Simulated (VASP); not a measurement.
Here is a VASP 6.6.1 calculation.

Contents of INCAR:

```
ALGO = Fast
EDIFF = 1E-6
ENCUT = 520
GGA = PE
ISIF = 2
ISMEAR = 0
LASPH = True
LCHARG = True
LELF = True
LREAL = False
LVHAR = True
LWAVE = False
NBANDS = 29
NELM = 80
PREC = Accurate
SIGMA = 0.1
```

KPOINTS

```
k-points
0
Gamma
  6 6 4
```

POSCAR

```
MgSnO4
1.0
    3.8005622860      0.0000000000      0.0000000000
   -1.9002811430      3.2913834883      0.0000000000
    0.0000000000      0.0000000000      9.0701315472
Mg Sn O
1 1 4
Direct
    0.0000000000      0.0000000000      0.0000000000
    0.0000000000      0.0000000000      0.5000000000
    0.3333333333      0.6666666667      0.5000000000
    0.6666666667      0.3333333333      0.5000000000
    0.3333333333      0.6666666667      0.0000000000
    0.6666666667      0.3333333333      0.0000000000
```

Potentials or basis: VASP PAW PBE potentials, release 64 (Mg, Sn_d, O).

Run with:

```sh
$ cat potpaw_PBE.64/Mg/POTCAR potpaw_PBE.64/Sn_d/POTCAR potpaw_PBE.64/O/POTCAR > POTCAR
$ mpirun -np 1 vasp_std > vasp.out
```

Question: Estimate the band gap on the k mesh.

Answer: Zero (bands 20 and 21 overlap by 0.45 eV).

Question: Predict the pressure.

Answer: 0.1 GPa.

Stress tensor (GPa, compression positive):
```
-0.03  0.00  0.00
 0.00 -0.03  0.00
 0.00  0.00  0.31
```

Caveat: semilocal functionals underestimate gaps, and a narrow one can read as zero; spin-orbit coupling is left out, which moves the levels of the heavy elements.
